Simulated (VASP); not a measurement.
# LaO: single point with PBEsol

Crystal: LaO.

```
La O
1.0
     3.06540    0.00000    0.00000
     0.00000    3.06540    0.00000
     0.00000    0.00000    3.08161
La O
1 1
Cartesian
  0.0000 0.0000 0.0000
  1.5327 1.5327 1.5408
```

```json
{"Program": "VASP 6.6.1", "Task": "single point", "Functional": "PBEsol", "Potentials or basis": "VASP PAW PBE potentials, release 64 (La, O)", "Cutoff": "600 eV", "k mesh": "6 × 6 × 5", "Occupations": "gaussian, width 0.05 eV", "Spin": "no spin polarisation", "Dipole correction": "no", "Further INCAR settings": "ALGO = Normal; EDIFF = 1e-06; NBANDS = 16"}
```

The pressure is 5.3 GPa. The band gap on the k mesh is zero (an odd number of electrons rules out a gap without spin polarisation).

Levels at points of the mesh, in eV from the Fermi level:
| k point | band 6 | band 7 | band 8 | band 9 | band 10 | band 11 |
| --- | --- | --- | --- | --- | --- | --- |
| (0.00, 0.00, 0.00) | -4.03 | -4.01 | -4.01 | -2.59 | -2.57 | 1.76 |
| (0.50, 0.00, 0.00) | -6.72 | -5.13 | -5.07 | -1.30 | 0.77 | 1.45 |
| (0.50, 0.50, 0.00) | -4.81 | -4.81 | -4.55 | -0.23 | 0.08 | 1.72 |

It took 7.5 s on 1 thread of Intel(R) Xeon(R) 6975P-C (Granite Rapids), on a shared host, peak memory 0.16 GiB.

Caveat: the k points lie up to 0.41 Å⁻¹ apart, too coarse for converged energies and pressures of a metal; the PAW data sets were made with another functional, which shifts forces and pressure a little; spin-orbit coupling is left out, which moves the levels of the heavy elements; an odd number of electrons without spin polarisation forces a metal; a magnetic or distorted state may lie lower.
